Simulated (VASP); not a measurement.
**Au: relaxation of cell and atoms with PBE**

Au:

```xyz
3
Lattice="3.6013 -2.0168 0.0000 3.6013 2.0168 0.0000 -0.1110 0.0000 3.3659" Properties=species:S:1:pos:R:3 pbc="T T T"
Au    4.7941    0.0000    2.2720
Au    2.2976    0.0000    1.0939
Au    0.0000    0.0000    0.0000
```

```yaml
Program: VASP 6.6.1
Task: relaxation of cell and atoms
Functional: PBE
Potentials_or_basis: VASP PAW PBE potentials, release 64 (Au)
Cutoff: 600 eV
k_mesh: 6 × 6 × 6
Occupations: gaussian, width 0.1 eV
Spin: no spin polarisation
Dipole_correction: no
Further_INCAR_settings: ALGO = Normal; EDIFF = 1e-07; IBRION = 2; EDIFFG = -0.04; NSW = 90; ISIF = 3
```

```yaml
Relaxed_volume: 17.98 Å³/atom
Relaxed_cell: a = 5.041 Å, b = 5.041 Å, c = 2.989 Å, α = 108.05°, β = 108.05°, γ = 49.04°
Space_group_after_relaxing_to_0.05_Å: Immm (No. 71)
Energy_gained_by_relaxing: 413.4 meV/atom
Ionic_steps: 36
Pressure_after_relaxing: 0.0 GPa
Largest_force_after_relaxing: 0.008 eV/Å
```

Forces on the atoms (eV/Å):
```
Au   0.002  0.000 -0.008
Au  -0.002  0.000  0.008
Au   0.000  0.000  0.000
```

Stress tensor (GPa, compression positive):
```
-0.31  0.00  0.12
 0.00  0.02  0.00
 0.12  0.00  0.14
```

Step by step:
| step | energy change (eV) | largest force (eV/Å) | pressure (GPa) | volume (Å³) |
| --- | --- | --- | --- | --- |
| 1 | 0.0000 | 1.5461 | 33.92 | 48.90 |
| 2 | 0.5281 | 0.0097 | -15.33 | 77.37 |
| 3 | -0.8722 | 0.2607 | -3.34 | 58.71 |
| 4 | -0.8800 | 0.3036 | -1.87 | 57.98 |
| 5 | -0.8810 | 0.3264 | -1.08 | 57.61 |
| 6 | -0.9418 | 0.2050 | -0.88 | 56.95 |
| 7 | -1.0777 | 0.2750 | 1.21 | 54.73 |
| 8 | -0.7586 | 1.9017 | 19.59 | 49.34 |
| 9 | -1.0925 | 0.5175 | 2.45 | 53.91 |
| 10 | -1.1299 | 0.4052 | -0.64 | 54.73 |
| 11 | -1.1352 | 0.3358 | -2.28 | 55.26 |
| 12 | -1.1604 | 0.2027 | -0.78 | 54.48 |
| 13 | -1.1647 | 0.2204 | 6.27 | 51.93 |
| 14 | -1.1839 | 0.0124 | 1.93 | 53.33 |
| 15 | -1.1843 | 0.0514 | 2.75 | 53.03 |
| 16 | -1.1969 | 0.1341 | 2.19 | 53.21 |
| 17 | -1.1887 | 0.2875 | 1.53 | 53.59 |
| 18 | -1.2036 | 0.2214 | 1.73 | 53.43 |
| 19 | -1.2042 | 0.2109 | 1.79 | 53.39 |
| 20 | -1.2112 | 0.1690 | 0.15 | 53.96 |
| 21 | -1.2121 | 0.1448 | -0.72 | 54.29 |
| 22 | -1.2159 | 0.1121 | -0.61 | 54.22 |
| 23 | -1.2252 | 0.0039 | -0.21 | 54.02 |
| 24 | -1.2259 | 0.2707 | 0.95 | 53.58 |
| 25 | -1.2290 | 0.1366 | 0.35 | 53.79 |
| 26 | -1.2322 | 0.1296 | -0.26 | 54.00 |
| 27 | -1.2330 | 0.1208 | -0.81 | 54.21 |
| 28 | -1.2356 | 0.0891 | -0.07 | 53.92 |
| 29 | -1.2370 | 0.0408 | 1.11 | 53.48 |
| 30 | -1.2378 | 0.0188 | 1.14 | 53.48 |
| 31 | -1.2380 | 0.0111 | 1.16 | 53.48 |
| 32 | -1.2391 | 0.0106 | 0.66 | 53.66 |
| 33 | -1.2397 | 0.0097 | -0.18 | 53.98 |
| 34 | -1.2397 | 0.0098 | -0.06 | 53.93 |
| 35 | -1.2398 | 0.0095 | -0.06 | 53.93 |
| 36 | -1.2401 | 0.0084 | -0.05 | 53.93 |

Final structure:
```
CELL_PARAMETERS angstrom
4.54151 -2.09192 -0.64114
4.54151 2.09192 -0.64114
-0.61542 0.00000 2.92536
ATOMIC_POSITIONS crystal
Au 0.66666 0.66666 0.66754
Au 0.33334 0.33334 0.33246
Au 0.00000 0.00000 0.00000
```

Levels at points of the mesh, in eV from the Fermi level:
| k point | band 14 | band 15 | band 16 | band 17 | band 18 | band 19 |
| --- | --- | --- | --- | --- | --- | --- |
| (0.00, 0.00, 0.00) | -2.86 | -2.26 | -2.26 | 2.87 | 2.87 | 6.38 |
| (0.50, 0.00, 0.00) | -2.23 | -2.23 | -1.92 | -1.72 | -0.47 | 3.15 |
| (0.50, 0.50, 0.00) | -2.08 | -1.89 | -1.61 | -1.51 | 1.17 | 5.31 |
| (0.00, 0.00, 0.50) | -1.62 | -1.49 | -0.24 | -0.23 | 1.20 | 5.37 |
| (0.50, 0.00, 0.50) | -1.95 | -1.81 | -0.74 | 2.65 | 2.99 | 3.00 |
| (0.50, 0.50, 0.50) | -1.56 | -1.52 | -0.26 | -0.26 | 1.46 | 5.71 |

Wall time 12 min on 1 thread of Intel(R) Xeon(R) 6975P-C (Granite Rapids), on a shared host, peak memory 0.27 GiB.

Caveat: spin-orbit coupling is left out, which moves the levels of the heavy elements.
